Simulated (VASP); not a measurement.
# KCd (CsCl type) (Pm-3m) in VASP: further runs

Runs on KCd (CsCl type). Level: PBE. Tasks: electric field gradients, density of states.

All numbers are computed with VASP 6.6.1; they aren't measurements. Logs are shortened: lines on timing, memory, paths and dates and some standing lists are left out, and cuts for length are marked.

### Step 1. The cell of the first run

It takes space group Pm-3m (No. 221, cubic). The conventional cell has a = 4.343 Å, b = 4.343 Å, c = 4.343 Å, α = 90.00°, β = 90.00°, γ = 90.00°. Within 4.9 Å of K (site symmetry m-3m) lie 8 Cd at 3.76 Å and 6 K at 4.34 Å. Cd (site symmetry m-3m) has 8 K at 3.76 Å and 6 Cd at 4.34 Å within 4.9 Å.

### Step 2. Electric field gradients, PBE

File INCAR:

```
PREC     = Accurate       # precision mode
ENCUT    = 520            # plane-wave cutoff, eV
EDIFF    = 1E-8           # SCF threshold, eV
ISMEAR   = -1             # smearing method
SIGMA    = 0.05           # smearing width, eV
LREAL    = False          # projectors in reciprocal space
LASPH    = True           # aspherical terms in the spheres
NELM     = 100            # most SCF steps
ALGO     = Normal         # electronic algorithm
ISIF     = 2              # what is computed and relaxed
LWAVE    = False          # write WAVECAR
LCHARG   = False          # write CHGCAR
GGA      = PE             # functional
LEFG     = True         
NBANDS   = 18             # bands
```

File KPOINTS:

```
regular mesh
0
Gamma
  9 9 9
```

File POSCAR:

```
KCd
1.0
    4.3428216243      0.0000000000      0.0000000000
    0.0000000000      4.3428216243      0.0000000000
    0.0000000000      0.0000000000      4.3428216243
K Cd
1 1
Direct
    0.0000000000      0.0000000000      0.0000000000
    0.5000000000      0.5000000000      0.5000000000
```

Potentials or basis: VASP PAW PBE potentials, release 64 (K_sv, Cd).

Launch:

```
$ cat potpaw_PBE.64/K_sv/POTCAR potpaw_PBE.64/Cd/POTCAR > POTCAR
$ mpirun -np 1 vasp_std > vasp.out
```

OUTCAR:

```text
PREC = Accurate
   ENCUT = 520
   EDIFF = 1E-8
   ISMEAR = -1
   LREAL = False
   LASPH = True
   NELM = 100
   ISIF = 2
   GGA = PE

 ion  position               nearest neighbor table
   1  0.000  0.000  0.000-   2 3.76   2 3.76   2 3.76   2 3.76   2 3.76   2 3.76   2 3.76   2 3.76

   2  0.500  0.500  0.500-   1 3.76   1 3.76   1 3.76   1 3.76   1 3.76   1 3.76   1 3.76   1 3.76

  LATTYP: Found a simple cubic cell.
 ALAT       =     4.3428216243

  Lattice vectors:

 A1 = (   4.3428216243,   0.0000000000,   0.0000000000)
 A2 = (   0.0000000000,   4.3428216243,   0.0000000000)
 A3 = (   0.0000000000,   0.0000000000,   4.3428216243)

Analysis of symmetry for initial positions (statically):
=====================================================================
 Subroutine PRICEL returns:
 Original cell was already a primitive cell.

 Routine SETGRP: Setting up the symmetry group for a
 simple cubic supercell.

 Subroutine GETGRP returns: Found 48 space group operations
 (whereof 48 operations were pure point group operations)
 out of a pool of 48 trial point group operations.

The static configuration has the point symmetry O_h .

Analysis of symmetry for dynamics (positions and initial velocities):
=====================================================================
 Subroutine PRICEL returns:
 Original cell was already a primitive cell.

 Routine SETGRP: Setting up the symmetry group for a
 simple cubic supercell.

 Subroutine GETGRP returns: Found 48 space group operations
 (whereof 48 operations were pure point group operations)
 out of a pool of 48 trial point group operations.

The dynamic configuration has the point symmetry O_h .

 Subroutine INISYM returns: Found 48 space group operations
 (whereof 48 operations are pure point group operations),
 and found     1 'primitive' translations

----------------------------------------------------------------------------------------

                                     Primitive cell

  volume of cell :      81.9060

  direct lattice vectors                    reciprocal lattice vectors
[... 114 lines left out ...]
   AEXX    =    0.0000 exact exchange contribution
   IVDW    =     0    specifies the selected vdW correction
   LEPSILON=     F    determine dielectric tensor
   LRPA    =     F    only Hartree local field effects (RPA)
 non-spin polarized calculation
  energy-cutoff  :      520.00
  volume of cell :       81.91
 maximum number of plane-waves:      2242
   NGX = 17   NGY = 17   NGZ = 17

 number of electron      20.9999996 magnetization

 Free energy of the ion-electron system (eV)
  ---------------------------------------------------
  ext. energy  EPLUGINS =         0.00000000
  ---------------------------------------------------
  free energy    TOTEN  =        -1.80306663 eV

  energy without entropy =       -1.79007753  energy(sigma->0) =       -1.79657208

 E-fermi :   0.7041     XC(G=0):  -7.5867

 val. band max:        0.6284287806   @ k =   0.4444   0.3333   0.2222
 cond. band min:       0.7109087538   @ k =   0.3333   0.2222   0.1111
 fundamental gap:      0.0824799732
 Fermi energy:         0.7041279444

 k-point     1 :       0.0000    0.0000    0.0000
  band No.  band energies     occupation
      1     -30.7568      2.00000
      2     -14.2245      2.00000
      3     -14.2245      2.00000
      4     -14.2245      2.00000
      5      -8.1670      2.00000
      6      -8.1670      2.00000
[... 481 lines left out ...]
      5      -8.1448      2.00000
      6      -8.1202      2.00000
[... 10 lines left out ...]
     17       7.4866      0.00000
     18       7.9363      0.00000

 [... further k-points ...]
[... 5 lines left out ...]
  --------------------------------------------------------------------------------------
  -------------------------------------------------------------------------------------
  Total       -0.0081158     -0.0081158     -0.0081158     -0.0000000     -0.0000000      0.0000000
  in kB       -0.1587551     -0.1587551     -0.1587551     -0.0000000     -0.0000000      0.0000000
  external PRESSURE =      -0.1587551 kB  Pullay stress =       0.0000000 kB

 VOLUME and BASIS-vectors are now :
 -----------------------------------------------------------------------------
  energy-cutoff  :      520.00
  volume of cell :       81.91
      direct lattice vectors                 reciprocal lattice vectors
     4.342821624  0.000000000  0.000000000     0.230265041  0.000000000  0.000000000
     0.000000000  4.342821624  0.000000000     0.000000000  0.230265041  0.000000000
     0.000000000  0.000000000  4.342821624     0.000000000  0.000000000  0.230265041

 POSITION                                       TOTAL-FORCE (eV/Angst)
 -----------------------------------------------------------------------------------
      0.00000      0.00000      0.00000         0.000000      0.000000      0.000000
      2.17141      2.17141      2.17141         0.000000      0.000000      0.000000
 -----------------------------------------------------------------------------------
    total drift:                                0.000000      0.000000     -0.000000

  FREE ENERGIE OF THE ION-ELECTRON SYSTEM (eV)
  ---------------------------------------------------
  free  energy   TOTEN  =        -1.8030666318 eV

  energy  without entropy=       -1.7900775264  energy(sigma->0) =       -1.79657208

 Electric field gradients (V/A^2)
---------------------------------------------------------------------
 ion       V_xx      V_yy      V_zz      V_xy      V_xz      V_yz
---------------------------------------------------------------------
   1      -0.000    -0.000    -0.000     0.000    -0.000    -0.000
   2      -0.000     0.000     0.000    -0.000    -0.000    -0.000
---------------------------------------------------------------------

 Electric field gradients after diagonalization (V/A^2)
 (convention: |V_zz| > |V_xx| > |V_yy|)
----------------------------------------------------------------------
 ion       V_xx      V_yy      V_zz     asymmetry (V_yy - V_xx)/ V_zz
----------------------------------------------------------------------
   1      -0.000    -0.000    -0.000      -0.031
   2      -0.000     0.000     0.000       0.281
----------------------------------------------------------------------

           NMR quadrupolar parameters

 Cq : quadrupolar parameter    Cq=e*Q*V_zz/h
 eta: asymmetry parameters     (V_yy - V_xx)/ V_zz
 Q  : nuclear electric quadrupole moment in mb (millibarn)
----------------------------------------------------------------------
 ion       Cq(MHz)       eta       Q (mb)
----------------------------------------------------------------------
   1      -0.000      -0.031       1.000
   2       0.000       0.281       1.000
----------------------------------------------------------------------
```

OSZICAR:

```text
N       E                     dE             d eps       ncg     rms          rms(c)
DAV:   1     0.137419891882E+03    0.13742E+03   -0.95128E+03  1260   0.102E+03
DAV:   2     0.338625504648E+01   -0.13403E+03   -0.12945E+03  1326   0.288E+02
DAV:   3    -0.166768741774E+01   -0.50539E+01   -0.50312E+01  1822   0.529E+01
DAV:   4    -0.182520199787E+01   -0.15751E+00   -0.15741E+00  1792   0.587E+00
DAV:   5    -0.182700285449E+01   -0.18009E-02   -0.18007E-02  1782   0.711E-01    0.330E+00
DAV:   6    -0.180310659147E+01    0.23896E-01   -0.82622E-02  1460   0.200E+00    0.192E+00
DAV:   7    -0.180264885764E+01    0.45773E-03   -0.86270E-03  1540   0.561E-01    0.680E-01
DAV:   8    -0.180298463775E+01   -0.33578E-03   -0.11777E-03  1684   0.339E-01    0.403E-02
DAV:   9    -0.180306066650E+01   -0.76029E-04   -0.86917E-05  1830   0.580E-02    0.123E-02
DAV:  10    -0.180306707956E+01   -0.64131E-05   -0.74766E-06  1650   0.184E-02    0.520E-03
DAV:  11    -0.180306675170E+01    0.32785E-06   -0.33275E-07  1616   0.344E-03    0.907E-04
DAV:  12    -0.180306668513E+01    0.66573E-07   -0.11892E-08  1320   0.506E-04    0.316E-04
DAV:  13    -0.180306664018E+01    0.44944E-07   -0.64202E-09  1226   0.460E-04    0.673E-05
DAV:  14    -0.180306663181E+01    0.83774E-08   -0.94690E-10   876   0.201E-04
   1 F= -.18030666E+01 E0= -.17965721E+01  d E =-.129891E-01
```

Run time: 21 s. Hardware: 1 thread of Intel Xeon 6975P-C (Granite Rapids), shared host; peak memory 0.2 GiB.

What came out:

| Quantity | Value |
| --- | --- |
| Free energy | -1.8031 eV |
| Pressure | 0.0 GPa |

Caveat: without QUAD_EFG the Cq values of the log hold for a quadrupole moment of 1 mb, not for the nuclei.

### Step 3. Density of states, PBE

POSCAR is that of step 2.

File INCAR.step1:

```
SYSTEM = KCd
PREC     = Accurate       ! precision mode
ENCUT    = 520            ! plane-wave cutoff, eV
EDIFF    = 1E-6           ! SCF threshold, eV
ISMEAR   = -1             ! smearing method
SIGMA    = 0.05           ! smearing width, eV
LREAL    = .FALSE.        ! projectors in reciprocal space
LASPH    = .TRUE.         ! aspherical terms in the spheres
NELM     = 100            ! most SCF steps
ALGO     = Normal         ! electronic algorithm
ISIF     = 2              ! what is computed and relaxed
LWAVE    = .FALSE.        ! write WAVECAR
LCHARG   = .TRUE.         ! write CHGCAR
GGA      = PE             ! functional
NBANDS   = 18             ! bands
```

File KPOINTS.step1:

```
regular mesh
0
G
  9 9 9
  0 0 0
```

File INCAR.step2:

```
SYSTEM = KCd
PREC     = Accurate       ! precision mode
ENCUT    = 520            ! plane-wave cutoff, eV
EDIFF    = 1E-6           ! SCF threshold, eV
ISMEAR   = -5             ! smearing method
SIGMA    = 0.05           ! smearing width, eV
LREAL    = .FALSE.        ! projectors in reciprocal space
LASPH    = .TRUE.         ! aspherical terms in the spheres
NELM     = 100            ! most SCF steps
ALGO     = Normal         ! electronic algorithm
ISIF     = 2              ! what is computed and relaxed
LWAVE    = .FALSE.        ! write WAVECAR
LCHARG   = .FALSE.        ! write CHGCAR
GGA      = PE             ! functional
LORBIT   = 11             ! projections on sites
NEDOS    = 2001           ! points of the DOS
ICHARG   = 11             ! starting density
```

File KPOINTS.step2:

```
regular mesh
0
G
  14 14 14
  0 0 0
```

Potentials or basis: VASP PAW PBE potentials, release 64 (K_sv, Cd).

Launch:

```
$ cat potpaw_PBE.64/K_sv/POTCAR potpaw_PBE.64/Cd/POTCAR > POTCAR
$ cp INCAR.step1 INCAR
$ cp KPOINTS.step1 KPOINTS
$ mpirun -np 1 vasp_std > vasp.out
$ cp INCAR.step2 INCAR
$ cp KPOINTS.step2 KPOINTS
$ mpirun -np 1 vasp_std > vasp.out
```

Run time: 48 s. Hardware: 1 thread of Intel Xeon 6975P-C (Granite Rapids), shared host; peak memory 0.28 GiB.

It converged, with:

```
Valence electrons inside the program's atomic spheres : K 7.56; Cd 10.29
```

Levels at points of the mesh, in eV from the Fermi level:
| k point | band 6 | band 7 | band 8 | band 9 | band 10 | band 11 | band 12 | band 13 | band 14 |
| --- | --- | --- | --- | --- | --- | --- | --- | --- | --- |
| (0.00, 0.00, 0.00) | -8.89 | -8.82 | -8.82 | -8.82 | -4.89 | 3.05 | 3.05 | 3.41 | 3.41 |
| (0.50, 0.00, 0.00) | -8.84 | -8.84 | -8.82 | -8.81 | -3.53 | -1.41 | 3.20 | 3.20 | 3.74 |
| (0.50, 0.50, 0.00) | -8.85 | -8.85 | -8.85 | -8.77 | -2.79 | 0.10 | 0.10 | 2.14 | 5.23 |
| (0.50, 0.50, 0.50) | -8.86 | -8.86 | -8.76 | -8.76 | -1.50 | 0.32 | 0.32 | 0.32 | 4.07 |

Caveat: tetrahedron occupations give inexact forces and stress in metals.
